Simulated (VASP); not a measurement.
Here is a VASP 6.6.1 calculation.

File INCAR:

```
SYSTEM = B5N6
  ALGO = Normal
  DIPOL = 0.5 0.5 0.492
  EDIFF = 1E-6
  ENCUT = 520
  GGA = PE
  IDIPOL = 3
  ISIF = 2
  ISMEAR = 0
  ISPIN = 2
  IVDW = 12
  LASPH = .True.
  LCHARG = .False.
  LDIPOL = .True.
  LORBIT = 11
  LREAL = .False.
  LWAVE = .False.
  MAGMOM = 0 0 0 0 0 0 0 0 0 0 3
  NBANDS = 38
  NELM = 150
  PREC = Accurate
  SIGMA = 0.05
```

The input KPOINTS:

```
k-points
0
Gamma
  12 12 1
  0 0 0
```

The input POSCAR:

```
B5N6
1.0
    2.5064381480      0.0000000000      0.0000000000
   -1.2532190740      2.1706391092      0.0000000000
    0.0000000000      0.0000000000     32.2336921101
B N
5 6
Direct
    0.6666666667      0.3333333333      0.2636992366
    0.3333333333      0.6666666667      0.3663378985
    0.6666666667      0.3333333333      0.4691784660
    0.3333333333      0.6666666667      0.5719551693
    0.6666666667      0.3333333333      0.6794045084
    0.3333333333      0.6666666667      0.2636992366
    0.6666666667      0.3333333333      0.3663378985
    0.3333333333      0.6666666667      0.4691771972
    0.6666666667      0.3333333333      0.5719620975
    0.3333333333      0.6666666667      0.6684413132
    0.3333333333      0.6666666667      0.7178052451
```

Potentials or basis: VASP PAW PBE potentials, release 64 (B, N).

Command:

```sh
$ cat potpaw_PBE.64/B/POTCAR potpaw_PBE.64/N/POTCAR > POTCAR
$ mpirun -np 1 vasp_std > vasp.out
```

(1) Estimate the dispersion energy per atom.

(2) What does it give for the site moments?

(3) What does it give for the net moment?

(4) Predict the largest force.

Results:

(1) -0.130 eV.

(2) B +0.00, -0.00, -0.01 (each value once); N +0.00, -0.00, +0.02, +0.23 (each value once) μB.

(3) 0.31 μB per cell.

(4) 0.093 eV/Å.
